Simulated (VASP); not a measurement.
A run of VASP 6.6.1 is set up as follows.

INCAR

```
ALGO = Normal
EDIFF = 1E-7
ENCUT = 520
GGA = PE
ISIF = 2
ISMEAR = -1
LASPH = T
LCHARG = F
LREAL = F
LWAVE = F
NBANDS = 12
NELM = 100
PREC = Accurate
SIGMA = 0.08
```

File KPOINTS:

```
k-points
0
Gamma
  12 12 12
```

The input POSCAR:

```
Tl
1.0
    3.1393884660      0.0000000000      0.0000000000
    0.0000000000      3.1393884660      0.0000000000
    0.0000000000      0.0000000000      3.1393884660
Tl
1
Direct
    0.0000000000      0.0000000000      0.0000000000
```

Potentials or basis: VASP PAW PBE potentials, release 64 (Tl_d).

The run is started by

```bash
$ cat potpaw_PBE.64/Tl_d/POTCAR > POTCAR
$ mpirun -np 1 vasp_std > vasp.out
```

Q: Predict the pressure.

A: 3.0 GPa.
